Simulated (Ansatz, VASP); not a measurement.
Two plane-wave programs on InO

Contents of POSCAR:

```
InO
1.0
    3.7299029054      0.0000000000      0.0000000000
   -1.8649514527      3.2301906697      0.0000000000
    0.0000000000      0.0000000000     14.6069320000
In O
2 2
Direct
    0.6666666667      0.3333333333      0.5900210000
    0.6666666667      0.3333333333      0.4099790000
    0.0000000000      0.0000000000      0.6398670000
    0.0000000000      0.0000000000      0.3601330000
```

File INCAR.step1:

```
SYSTEM = InO
ALGO     = Normal         ! electronic algorithm
EDIFF    = 1E-4           ! SCF threshold, eV
ENCUT    = 520            ! plane-wave cutoff, eV
GGA      = PE             ! functional
ISMEAR   = 0              ! smearing method
LASPH    = .True.         ! aspherical terms in the spheres
LCHARG   = .False.        ! write CHGCAR
LREAL    = .False.        ! projectors in reciprocal space
LWAVE    = .True.         ! write WAVECAR
NBANDS   = 27             ! bands
NELM     = 80             ! most SCF steps
PREC     = Accurate       ! precision mode
SIGMA    = 0.05           ! smearing width, eV
```

The input INCAR.step2:

```
SYSTEM = InO
ALGO     = Normal         ! electronic algorithm
EDIFF    = 1E-6           ! SCF threshold, eV
ENCUT    = 520            ! plane-wave cutoff, eV
ISIF     = 2              ! what is computed and relaxed
ISMEAR   = 0              ! smearing method
ISTART   = 1            
LASPH    = .True.         ! aspherical terms in the spheres
LCHARG   = .True.         ! write CHGCAR
LELF     = .True.         ! ELF
LMIXTAU  = .True.       
LREAL    = .False.        ! projectors in reciprocal space
LVHAR    = .True.       
LWAVE    = .False.        ! write WAVECAR
METAGGA  = R2SCAN         ! meta-GGA
NBANDS   = 27             ! bands
NELM     = 80             ! most SCF steps
PREC     = Accurate       ! precision mode
SIGMA    = 0.05           ! smearing width, eV
```

The input KPOINTS:

```
k-points
0
Gamma
  12 12 2
  0 0 0
```

Input for Ansatz:

```yaml
crystal:
  lattice:
    - [3.7299029054, 0.0, 0.0]
    - [-1.8649514527, 3.2301906697, 0.0]
    - [0.0, 0.0, 14.606932]
  atoms:
    - { symbol: In, position: [0.6666666667, 0.3333333333, 0.590021] }
    - { symbol: In, position: [0.6666666667, 0.3333333333, 0.409979] }
    - { symbol: O, position: [0.0, 0.0, 0.639867] }
    - { symbol: O, position: [0.0, 0.0, 0.360133] }
basis:
  ecutwfc: 500
kpoints:
  mp_grid: { grid: [12, 12, 2] }
hamiltonian:
  xc: r2scan
scf:
  occupations: { method: gaussian, width: 0.05 }
output:
  forces: true
  stress: true
  eigenvalues: true
```

Change from the starting cell: strain +0.080 along x and y, -0.080 along z, atoms carried along.

Alike in both runs: task single point; functional r2SCAN; k mesh 12 × 12 × 2; occupations gaussian, width 0.05 eV; no spin polarisation.

|  | VASP | Ansatz |
| --- | --- | --- |
| version | VASP 6.6.1 | Ansatz 0.2.0 |
| potentials or method | VASP PAW PBE potentials, release 64 (In_d, O), cutoff 520 eV | scalar-relativistic, plane waves, PAW |
| valence electrons in the cell | 38 | 38 |

|  | VASP | Ansatz | Ansatz less VASP |
| --- | --- | --- | --- |
| gap on the k mesh at the Fermi level (eV) | 0.47 | 0.49 | +0.015 |
| least direct gap on the mesh (eV) | 0.94 | 0.95 | +0.009 |
| rms of the force components (eV/Å) | 0.936 | 0.952 | +0.0160 |

VASP's potentials were made for PBE, not for r2SCAN. Atom by atom the forces differ by 0.020 eV/Å (rms over components).
